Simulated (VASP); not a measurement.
A run of VASP 6.6.1:

The input INCAR:

```
PREC = Accurate
ENCUT = 520
EDIFF = 1E-6
ISMEAR = 0
SIGMA = 0.1
LREAL = F
LASPH = T
NELM = 100
ALGO = Fast
ISIF = 2
LWAVE = F
LCHARG = F
GGA = PS
NBANDS = 14
```

The input KPOINTS:

```
regular mesh
0
Gamma
  14 14 14
```

File POSCAR:

```
AlCu
1.0
    3.0410628058      0.0000000000      0.0000000000
    0.0000000000      3.0410628058      0.0000000000
    0.0000000000      0.0000000000      3.0410628058
Al Cu
1 1
Direct
    0.0000000000      0.0000000000      0.0000000000
    0.5000000000      0.5000000000      0.5000000000
```

Potentials or basis: VASP PAW PBE potentials, release 64 (Al, Cu).

The run is started by

```bash
$ cat potpaw_PBE.64/Al/POTCAR potpaw_PBE.64/Cu/POTCAR > POTCAR
$ mpirun -np 1 vasp_std > vasp.out
```

Hardware: 1 thread of Intel(R) Xeon(R) Platinum 8488C (Sapphire Rapids) (shared host).

How long does it take, and how much memory?

It took 25 s on 1 thread of Intel(R) Xeon(R) Platinum 8488C (Sapphire Rapids), with other jobs on the host, peak memory 0.17 GiB. Counts: scf iterations 16, k points 120.
